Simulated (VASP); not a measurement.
A run of VASP 6.6.1 is set up as follows.

File INCAR:

```
SYSTEM = C
PREC = Accurate
ENCUT = 600
EDIFF = 1E-6
ISMEAR = 0
SIGMA = 0.01
LREAL = .FALSE.
LASPH = .TRUE.
NELM = 120
ALGO = Normal
ISIF = 2
LWAVE = .FALSE.
LCHARG = .FALSE.
GGA = PE
NBANDS = 11
GGA_COMPAT = .FALSE.
```

The input KPOINTS:

```
regular mesh
0
G
  3 3 3
  0 0 0
```

POSCAR

```
C
1.0
    0.0000000000      1.7593956938      1.7593956938
    1.7593956938      0.0000000000      1.7593956938
    1.7593956938      1.7593956938      0.0000000000
C
2
Direct
    0.0000000000      0.0000000000      0.0000000000
    0.2500000000      0.2500000000      0.2500000000
```

Potentials or basis: VASP PAW PBE potentials, release 64 (C).

Launch:

```console
$ cat potpaw_PBE.64/C/POTCAR > POTCAR
$ mpirun -np 1 vasp_std > vasp.out
```

Q: Predict the pressure.

A: 26.8 GPa.

Q: Estimate the band gap on the k mesh.

A: 4.20 eV, indirect (least direct gap 5.67 eV).

Caveat: the k points lie up to 1.03 Å⁻¹ apart. A k mesh can miss the band edges.
